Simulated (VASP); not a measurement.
The system is NaF.

```
CELL_PARAMETERS angstrom
0.00000 2.53126 2.53126
2.53126 0.00000 2.53126
2.53126 2.53126 0.00000
ATOMIC_POSITIONS crystal
Na 0.00000 0.00000 0.00000
F 0.25000 0.25000 0.25000
```

Base run:

- Program: VASP 6.6.1
- Functional: PBE0
- Potentials or basis: VASP PAW PBE potentials, release 64 (Na_pv, F)
- Cutoff: 520 eV
- k mesh: 6 × 6 × 6
- Occupations: gaussian, width 0.01 eV
- Spin: no spin polarisation

Its results: band gap on the k mesh 8.42 eV; pressure 0.9 GPa.

Question: After a change of settings the same cell gave: band gap on the k mesh 5.61 eV; pressure 2.0 GPa. Which change was it?
A. functional from PBE0 to HSE06
B. functional from PBE0 to PBE
C. functional from PBE0 to r2SCAN

Answer: B.

Caveats: the PAW data sets were made with another functional, which shifts forces and pressure a little (at least some runs).
